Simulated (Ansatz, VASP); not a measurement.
# ZnS in VASP and in Ansatz

```xyz
4
Lattice="3.8021 0.0000 0.0000 -1.9010 3.2927 0.0000 0.0000 0.0000 6.1974" Properties=species:S:1:pos:R:3 pbc="T T T"
Zn    0.0000    2.1951    0.0000
Zn    1.9010    1.0976    3.0987
S     0.0000    2.1951    2.3302
S     1.9010    1.0976    5.4289
```

Alike in both runs: task relaxation of cell and atoms; functional PBE; k mesh 12 × 12 × 7; occupations fermi-dirac, width 0.03 eV; no spin polarisation.

|  | VASP | Ansatz |
| --- | --- | --- |
| version | VASP 6.6.1 | Ansatz 0.2.0 |
| potentials or method | VASP PAW PBE potentials, release 64 (Zn, S) | PAW with Ansatz's default frozen-core files, scalar-relativistic |
| plane-wave cutoff (eV) | 600 | 420 |
| valence electrons in the cell | 36 | 36 |

|  | VASP | Ansatz | Ansatz less VASP |
| --- | --- | --- | --- |
| relaxed volume (Å³/atom) | 20.22 | 20.18 | -0.036 |
| relaxed cell length with the largest relative difference (Å) | 6.310 | 6.306 | -0.0040 |
